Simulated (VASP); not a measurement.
Here is a VASP 6.6.1 calculation.

INCAR

```
SYSTEM = KTaO3
PREC = Accurate
ENCUT = 520
EDIFF = 1E-6
ISMEAR = 0
SIGMA = 0.05
LREAL = .False.
LASPH = .True.
NELM = 60
ALGO = Normal
ISIF = 2
LWAVE = .False.
LCHARG = .False.
GGA = PS
NBANDS = 27
```

File KPOINTS:

```
regular mesh
0
Gamma
  8 8 8
  0 0 0
```

The input POSCAR:

```
KTaO3
1.0
    3.8620700542      0.0000000000      0.0000000000
    0.0000000000      3.8620700542      0.0000000000
    0.0000000000      0.0000000000      4.3571874351
K Ta O
1 1 3
Direct
    0.5000000000      0.5000000000      0.5000000000
    0.0000000000      0.0000000000      0.0000000000
    0.5000000000      0.0000000000      0.0000000000
    0.0000000000      0.5000000000      0.0000000000
    0.0000000000      0.0000000000      0.5000000000
```

Potentials or basis: VASP PAW PBE potentials, release 64 (K_sv, Ta_pv, O).

Launch:

```sh
$ cat potpaw_PBE.64/K_sv/POTCAR potpaw_PBE.64/Ta_pv/POTCAR potpaw_PBE.64/O/POTCAR > POTCAR
$ mpirun -np 1 vasp_std > vasp.out
```

Problem. Predict the band gap on the k mesh.

Solution. 1.86 eV, indirect (least direct gap 2.24 eV).

Problem. Predict the pressure.

Solution. 0.7 GPa.

Stress tensor (GPa, compression positive):
```
 12.80   0.00   0.00
  0.00  12.80   0.00
  0.00   0.00 -23.35
```

Caveat: the PAW data sets were made with another functional, which shifts forces and pressure a little; spin-orbit coupling is left out, which moves the levels of the heavy elements. A k mesh can miss the band edges.
